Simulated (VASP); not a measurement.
Runs of VASP 6.6.1 on B. The structure is that of space group P6_3/mmc (No. 194), or close to it. The cells are those of the table. 

```csv
task,cell,k mesh,cutoff (eV),gap on the mesh (eV),pressure (GPa)
single point,"a = 1.699, b = 1.699, c = 21.408 Å, angles 90.0, 90.0, 120.0°, 4 atoms",23 × 23 × 2,520,none,(a)
relaxation of cell and atoms,"relaxed from a = 2.101, b = 2.101, c = 6.861 Å, angles 90.0, 90.0, 120.0°, 4 atoms",17 × 17 × 5,600,none,0.0
single point,"a = 1.723, b = 1.723, c = 21.702 Å, angles 90.0, 90.0, 120.0°, 4 atoms",23 × 23 × 2,520,none,-1.2
single point,"a = 1.745, b = 1.745, c = 21.987 Å, angles 90.0, 90.0, 120.0°, 4 atoms",23 × 23 × 2,520,none,-5.4
single point,"a = 1.723, b = 1.723, c = 21.702 Å, angles 90.0, 90.0, 120.0°, 4 atoms",17 × 17 × 5,520,none,-0.1
```

Alike in all rows: level revPBE; potentials or basis VASP PAW PBE potentials, release 64 (B); no spin polarisation; smearing fermi-dirac 0.1 eV.

Task: Estimate the missing entries.

Result: (a) 4.0.

Caveats: the PAW data sets were made with another functional, which shifts forces and pressure a little; this functional lacks dispersion, which binds the layers, so the pressure and a relaxed spacing across them are unreliable (some runs).

A gap of «none» marks levels without a gap at the run's occupations.
